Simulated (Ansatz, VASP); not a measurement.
**One calculation of CsPbCl3, two programs**

```
CELL_PARAMETERS angstrom
5.79215 1.09581 1.09581
1.09581 5.79215 1.09581
1.09581 1.09581 5.79215
ATOMIC_POSITIONS crystal
Cs 0.00000 0.00000 0.00000
Pb 0.50000 0.50000 0.50000
Cl 0.00000 0.50000 0.50000
Cl 0.50000 0.00000 0.50000
Cl 0.50000 0.50000 0.00000
```

Alike in both runs: task single point; functional PBE; k mesh 6 × 6 × 6; occupations gaussian, width 0.05 eV; no spin polarisation.

|  | VASP | Ansatz |
| --- | --- | --- |
| version | VASP 6.6.1 | Ansatz 0.2.0 |
| potentials or method | VASP PAW PBE potentials, release 64 (Cs_sv, Pb_d, Cl), cutoff 520 eV | scalar-relativistic, plane waves, PAW |
| valence electrons in the cell | 44 | 44 |

|  | VASP | Ansatz | Ansatz less VASP |
| --- | --- | --- | --- |
| gap on the k mesh at the Fermi level (eV) | 1.68 | 1.68 | -0.001 |
| least direct gap on the mesh (eV) | 1.68 | 1.68 | -0.001 |
| pressure (GPa) | 1.6 | 1.6 | +0.01 |
| traceless stress, the component that is largest in VASP (GPa) | -3.63 | -3.60 | +0.025 |

With one functional, cell and mesh, what is left measures potentials, basis and numerics.

Neither program's run includes spin-orbit coupling.
